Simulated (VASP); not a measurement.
Crystal: CaO.

```
CELL_PARAMETERS angstrom
0.00000 2.37107 2.37107
2.37107 0.00000 2.37107
2.37107 2.37107 0.00000
ATOMIC_POSITIONS crystal
Ca 0.00000 0.00000 0.00000
O 0.50000 0.50000 0.50000
```

Base run:

| Quantity | Value |
| --- | --- |
| Program | VASP 6.6.1 |
| Functional | r2SCAN |
| Potentials or basis | VASP PAW PBE potentials, release 64 (Ca_sv, O) |
| Cutoff | 520 eV |
| k mesh | 10 × 10 × 10 |
| Occupations | fermi-dirac, width 0.05 eV |
| Spin | no spin polarisation |

Its results: band gap on the k mesh 4.17 eV (least direct gap 4.54 eV); pressure 5.4 GPa.

The run is repeated on the same cell with these changes: functional from r2SCAN to b88 exchange, pbe correlation; cutoff from 520 eV to 600 eV. What comes out?

Band gap on the k mesh 3.65 eV (least direct gap 4.01 eV); pressure 7.0 GPa.

Caveats: the cell stands under pressure; the PAW data sets were made with another functional, which shifts forces and pressure a little.

A k mesh can miss the band edges.
